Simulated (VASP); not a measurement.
# Cu: single point with r2SCAN

The system is Cu.

```
Cu
1.0
     1.92253   -3.25834    0.00000
     1.92253    3.25834    0.00000
     0.00000    0.00000    3.85018
Cu
4
Direct
  0.15250 0.84750 0.07850
  0.65250 0.34750 0.42150
  0.84750 0.15250 0.92150
  0.34750 0.65250 0.57850
```

```
Program             : VASP 6.6.1
Task                : single point
Functional          : r2SCAN
Potentials or basis : VASP PAW PBE potentials, release 64 (Cu)
Cutoff              : 520 eV
k mesh              : 6 × 6 × 6
Occupations         : gaussian, width 0.1 eV
Spin                : no spin polarisation
```

- Pressure: 25.3 GPa
- Largest force: 1.375 eV/Å
- Band gap on the k mesh: zero (bands 22 and 23 overlap by 3.30 eV)

Forces on the atoms (eV/Å):
```
Cu   0.000 -1.347  0.280
Cu   0.000 -1.347 -0.280
Cu   0.000  1.347 -0.280
Cu   0.000  1.347  0.280
```

Stress tensor (GPa, compression positive):
```
16.96  0.00  0.00
 0.00 39.98  0.00
 0.00  0.00 19.08
```

Levels at points of the mesh, in eV from the Fermi level:
| k point | band 18 | band 19 | band 20 | band 21 | band 22 | band 23 | band 24 | band 25 | band 26 | band 27 |
| --- | --- | --- | --- | --- | --- | --- | --- | --- | --- | --- |
| (0.00, 0.00, 0.00) | -2.28 | -2.24 | -1.93 | -1.88 | 1.52 | 3.78 | 4.49 | 4.83 | 7.30 | 7.37 |
| (0.50, 0.00, 0.00) | -2.64 | -2.29 | -2.29 | -1.86 | -1.86 | 3.08 | 3.08 | 4.43 | 4.43 | 8.77 |
| (0.50, 0.50, 0.00) | -2.38 | -2.36 | -2.14 | -1.95 | -1.65 | 0.09 | 5.07 | 5.15 | 6.71 | 7.34 |
| (0.00, 0.00, 0.50) | -2.66 | -2.16 | -2.16 | -2.02 | -2.02 | 7.01 | 7.01 | 7.33 | 7.33 | 8.87 |
| (0.50, 0.00, 0.50) | -2.31 | -2.20 | -2.20 | -1.64 | -1.64 | -0.28 | -0.28 | 3.49 | 3.49 | 8.62 |
| (0.50, 0.50, 0.50) | -2.36 | -2.19 | -2.19 | -1.45 | -1.45 | -0.01 | -0.01 | 4.63 | 4.63 | 6.93 |

Wall time 2.5 min on 1 thread of AMD EPYC 9R45 96-Core Processor (Zen 5), on a shared host, peak memory 0.17 GiB.

Caveat: the cell stands under pressure; the PAW data sets were made with another functional, which shifts forces and pressure a little.
